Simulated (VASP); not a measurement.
## MoS2: single point with PBE

The system is MoS2.

```
CELL_PARAMETERS angstrom
3.14773 0.00000 0.00000
-1.57387 2.72601 0.00000
0.00000 0.00000 12.24129
ATOMIC_POSITIONS crystal
Mo 0.66667 0.33333 0.75000
Mo 0.33333 0.66667 0.25000
S 0.66667 0.33333 0.37700
S 0.33333 0.66667 0.87700
S 0.66667 0.33333 0.12300
S 0.33333 0.66667 0.62300
```

| Property | Result |
| --- | --- |
| Program | VASP 6.6.1 |
| Task | single point |
| Functional | PBE |
| Potentials or basis | VASP PAW PBE potentials, release 64 (Mo_sv, S) |
| Cutoff | 520 eV |
| k mesh | 10 × 10 × 3 |
| Occupations | fermi-dirac, width 0.05 eV |
| Spin | no spin polarisation |

```yaml
Pressure: 5.0 GPa
Largest_force: 0.250 eV/Å
Band_gap_on_the_k_mesh: 0.92 eV, indirect (least direct gap 1.92 eV)
```

Forces in eV/Å, atoms in the order of the input:
```
Mo   0.000  0.000  0.000
Mo   0.000  0.000  0.000
S    0.000  0.000  0.250
S    0.000  0.000  0.250
S    0.000  0.000 -0.250
S    0.000  0.000 -0.250
```

Stress tensor (GPa, compression positive):
```
4.81 0.00 0.00
0.00 4.81 0.00
0.00 0.00 5.52
```

Levels at points of the mesh, in eV from the valence-band top:
```tsv
k point	band 22	band 23	band 24	band 25	band 26	band 27	band 28	band 29	band 30	band 31
(0.00, 0.00, 0.00)	-2.18	-2.18	-1.21	-1.20	0.00	2.14	2.14	2.16	2.16	2.32
(0.50, 0.00, 0.00)	-2.53	-1.75	-1.55	-1.44	-1.32	1.64	1.69	2.05	2.33	2.91
```

Wall time 54 s on 1 thread of Intel(R) Xeon(R) 6975P-C (Granite Rapids) (shared host), peak memory 0.25 GiB.

Caveat: this functional lacks dispersion, which binds the layers, so the pressure and a relaxed spacing across them are unreliable. A k mesh can miss the band edges.
